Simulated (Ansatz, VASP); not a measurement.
# WS2 in VASP and in Ansatz

The input INCAR:

```
ALGO     = Normal         # electronic algorithm
EDIFF    = 1E-6           # SCF threshold, eV
ENCUT    = 520            # plane-wave cutoff, eV
GGA      = CA             # functional
ISIF     = 2              # what is computed and relaxed
ISMEAR   = -1             # smearing method
LASPH    = T              # aspherical terms in the spheres
LCHARG   = F              # write CHGCAR
LREAL    = F              # projectors in reciprocal space
LWAVE    = F              # write WAVECAR
NBANDS   = 20             # bands
NELM     = 80             # most SCF steps
PREC     = Accurate       # precision mode
SIGMA    = 0.05           # smearing width, eV
```

KPOINTS

```
k-points
0
Gamma
  10 10 2
```

The input POSCAR:

```
WS2
1.0
    3.1404905896      0.0000000000      0.0000000000
   -1.5702452948      2.7197446309      0.0000000000
    0.0000000000      0.0000000000     16.7214879437
W S
1 2
Direct
    0.0000000000      0.0000000000      0.0000000000
    0.3333333333      0.6666666667      0.0920005100
    0.3333333333      0.6666666667      0.9079994900
```

input.yaml

```yaml
crystal:
  lattice:
    - [3.1404905896, 0.0, 0.0]
    - [-1.5702452948, 2.7197446309, 0.0]
    - [0.0, 0.0, 16.7214879437]
  atoms:
    - { symbol: W, position: [0.0, 0.0, 0.0] }
    - { symbol: S, position: [0.3333333333, 0.6666666667, 0.09200051] }
    - { symbol: S, position: [0.3333333333, 0.6666666667, 0.90799949] }
kpoints:
  mp_grid: { grid: [10, 10, 2] }
scf:
  occupations: { method: fermi_dirac, width: 0.05 }
hamiltonian:
  xc: lda
  pseudopotentials: { kind: all_electron, lapw: { basis_error: 0.002 } }
output:
  forces: true
  stress: true
  eigenvalues: true
```

Change from the starting cell: volume scaled by 0.96.

Alike in both runs: task single point; functional LDA; k mesh 10 × 10 × 2; occupations fermi-dirac, width 0.05 eV; no spin polarisation.

|  | VASP | Ansatz |
| --- | --- | --- |
| version | VASP 6.6.1 | Ansatz 0.2.0 |
| potentials or method | VASP PAW LDA potentials, release 64 (W_sv, S), cutoff 520 eV | all-electron LAPW, scalar-relativistic |

VASP gave:

| Item | Value |
| --- | --- |
| gap on the k mesh at the Fermi level (eV) | 2.11 |
| least direct gap on the mesh (eV) | 2.27 |
| rms of the force components (eV/Å) | 0.189 |

Q: Estimate Ansatz's values.

A: gap on the k mesh at the Fermi level (eV): 2.10; least direct gap on the mesh (eV): 2.26; rms of the force components (eV/Å): 0.165.

LDA's correlation is that of Perdew and Zunger in VASP and of Perdew and Wang (1992) in Ansatz. Atom by atom the forces differ by 0.024 eV/Å (rms over components). Ansatz ran all-electron here, and VASP with PAW potentials.

Spin-orbit coupling is off throughout.
